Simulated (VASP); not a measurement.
Crystal: Ti2Co.

```xyz
6
Lattice="0.0000 3.3650 3.3650 3.3650 0.0000 3.3650 3.3650 3.3650 0.0000" Properties=species:S:1:pos:R:3 pbc="T T T"
Ti    0.8413    0.8413    0.8413
Ti    0.8413    2.5238    2.5238
Ti    2.5238    2.5238    0.8413
Ti    2.5238    0.8413    2.5238
Co    3.3650    3.3650    3.3650
Co    5.0475    5.0475    5.0475
```

Base run:

```yaml
Program: VASP 6.6.1
Functional: r2SCAN
Potentials_or_basis: VASP PAW PBE potentials, release 64 (Ti_sv, Co)
Cutoff: 520 eV
k_mesh: 6 × 6 × 6
Occupations: gaussian, width 0.1 eV
Spin: collinear spin, ferromagnetic start
Starting_moments: "[0.19, 0.19, 0.19, 0.19, 1.58, 1.58] μB"
```

Its results: pressure 21.7 GPa; net moment 1.02 μB per cell; site moments Ti +0.33; Co -0.25 μB.

The run is repeated on the same cell with these changes: k mesh from 6 × 6 × 6 to 4 × 4 × 4. What comes out?

Pressure 20.2 GPa; net moment 0.49 μB per cell; site moments Ti +0.14; Co -0.07 μB.

Caveats: some runs use coarse meshes; the PAW data sets were made with another functional, which shifts forces and pressure a little; the cell stands under pressure (at least some runs).
